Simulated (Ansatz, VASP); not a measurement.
## Two plane-wave programs on NaYC3N3

```
CELL_PARAMETERS angstrom
0.00000 5.48600 5.48600
5.48600 0.00000 5.48600
5.48600 5.48600 0.00000
ATOMIC_POSITIONS crystal
Na 0.25000 0.25000 0.25000
Na 0.75000 0.75000 0.75000
Y 0.00000 0.00000 0.00000
Y 0.50000 0.50000 0.50000
C 0.80806 0.19194 0.19194
C 0.19194 0.80806 0.19194
C 0.19194 0.19194 0.80806
C 0.19194 0.80806 0.80806
C 0.80806 0.19194 0.80806
C 0.80806 0.80806 0.19194
N 0.70142 0.29858 0.29858
N 0.29858 0.70142 0.29858
N 0.29858 0.29858 0.70142
N 0.29858 0.70142 0.70142
N 0.70142 0.29858 0.70142
N 0.70142 0.70142 0.29858
```

Alike in both runs: task single point; functional PBE; k mesh 4 × 4 × 4; occupations gaussian, width 0.1 eV; collinear spin.

```csv
,VASP,Ansatz
version,VASP 6.6.1,Ansatz 0.2.0
potentials or method,"VASP PAW PBE potentials, release 64 (Na_pv, Y_sv, C, N), cutoff 520 eV","scalar-relativistic, plane waves, PAW"
valence electrons in the cell,90,94
```

```csv
,VASP,Ansatz,Ansatz less VASP
gap on the k mesh at the Fermi level (eV),none,none,-
pressure (GPa),16.9,16.7,-0.15
rms of the force components (eV/Å),1.032,1.142,+0.1100
net moment per atom (μB),0.00,0.00,0.000
```

Atom by atom the forces differ by 0.209 eV/Å (rms over components). A gap of «none» marks a metal or a gap that the smearing closes. VASP's potentials hold 90 valence electrons a cell and Ansatz's 94, so a difference there can come from the potentials and not from the codes. Ansatz's warnings: seeded moment not kept.

Noted on VASP's run: the standard files for N, O and F lose accuracy on very short bonds.
